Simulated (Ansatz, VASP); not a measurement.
Cr3PtC in VASP and in Ansatz

The input INCAR:

```
ALGO = Normal
EDIFF = 1E-6
EDIFFG = -0.01
ENCUT = 600
GGA = PE
IBRION = 2
ISIF = 3
ISMEAR = 0
LASPH = True
LCHARG = False
LREAL = False
LWAVE = False
NELM = 80
NSW = 80
PREC = Accurate
SIGMA = 0.1
```

File KPOINTS:

```
k-points
0
Gamma
  10 10 10
```

The input POSCAR:

```
Cr3PtC
1.0
    3.8520417999      0.0000000000      0.0000000000
    0.0000000000      3.8520417999      0.0000000000
    0.0000000000      0.0000000000      3.8520417999
Pt C Cr
1 1 3
Direct
    0.0000000000      0.0000000000      0.0000000000
    0.5000000000      0.5000000000      0.5000000000
    0.5000000000      0.5000000000      0.0000000000
    0.5000000000      0.0000000000      0.5000000000
    0.0000000000      0.5000000000      0.5000000000
```

Input for Ansatz:

```yaml
crystal:
  lattice:
    - [3.8520417999, 0.0, 0.0]
    - [0.0, 3.8520417999, 0.0]
    - [0.0, 0.0, 3.8520417999]
  atoms:
    - { symbol: Pt, position: [0.0, 0.0, 0.0] }
    - { symbol: C, position: [0.5, 0.5, 0.5] }
    - { symbol: Cr, position: [0.5, 0.5, 0.0] }
    - { symbol: Cr, position: [0.5, 0.0, 0.5] }
    - { symbol: Cr, position: [0.0, 0.5, 0.5] }
basis:
  ecutwfc: 420
kpoints:
  mp_grid: { grid: [10, 10, 10] }
hamiltonian:
  xc: pbe
scf:
  occupations: { method: gaussian, width: 0.1 }
  lower_state_search: "off"
output:
  forces: true
  stress: true
  eigenvalues: true
relax:
  adjacent_minimum: "off"
  f_tol: 0.01
  max_steps: 60
  cell: { stress_tol: 0.05 }
```

Alike in both runs: task relaxation of cell and atoms; functional PBE; k mesh 10 × 10 × 10; occupations gaussian, width 0.1 eV; no spin polarisation.

|  | VASP | Ansatz |
| --- | --- | --- |
| version | VASP 6.6.1 | Ansatz 0.2.0 |
| potentials or method | VASP PAW PBE potentials, release 64 (Pt, C, Cr_pv), cutoff 600 eV | scalar-relativistic, plane waves, PAW |
| valence electrons in the cell | 50 | 64 |

```tsv
	VASP	Ansatz	Ansatz less VASP
gap on the k mesh at the Fermi level, each at its own relaxed structure (eV)	none	none	-
relaxed volume (Å³/atom)	11.43	11.43	0.000
relaxed cell length with the largest relative difference (Å)	3.852	3.852	0.0000
```

A gap of «none» marks a metal or a gap that the smearing closes. VASP's potentials hold 50 valence electrons a cell and Ansatz's 64, so a difference there can come from the potentials and not from the codes.

Spin-orbit coupling is off throughout. Noted on VASP's run: the relaxation stopped at its first step, so nothing moved.
